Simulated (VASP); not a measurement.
Input of a VASP 6.6.1 run:

The input INCAR:

```
SYSTEM = Fe
  ALGO = Normal
  EDIFF = 1E-6
  ENCUT = 690
  GGA = PE
  GGA_COMPAT = .False.
  ISIF = 2
  ISMEAR = -1
  ISPIN = 2
  LASPH = .True.
  LCHARG = .False.
  LDAU = .True.
  LDAUJ = 0
  LDAUL = 2
  LDAUPRINT = 1
  LDAUTYPE = 2
  LDAUU = 5.3
  LMAXMIX = 4
  LORBIT = 11
  LREAL = .False.
  LWAVE = .False.
  MAGMOM = 2.45
  NBANDS = 18
  NELM = 200
  NUPDOWN = 2.45
  PREC = Accurate
  SIGMA = 0.05
```

The input KPOINTS:

```
k-points
0
Gamma
  12 12 12
  0 0 0
```

The input POSCAR:

```
Fe
1.0
   -1.4304000000      1.4304000000      1.4304000000
    1.4304000000     -1.4304000000      1.4304000000
    1.4304000000      1.4304000000     -1.4304000000
Fe
1
Direct
    0.0000000000      0.0000000000      0.0000000000
```

Potentials or basis: VASP PAW PBE potentials, release 64 (Fe_sv).

Run with:

```sh
$ cat potpaw_PBE.64/Fe_sv/POTCAR > POTCAR
$ mpirun -np 1 vasp_std > vasp.out
```

(1) What does it give for the pressure?

Results:

(1) 8.3 GPa.

Caveat: the cell stands under pressure; the total moment is fixed, so each spin has its own Fermi level and the state may be an excited one; the U is typed as a test and isn't derived for this compound.
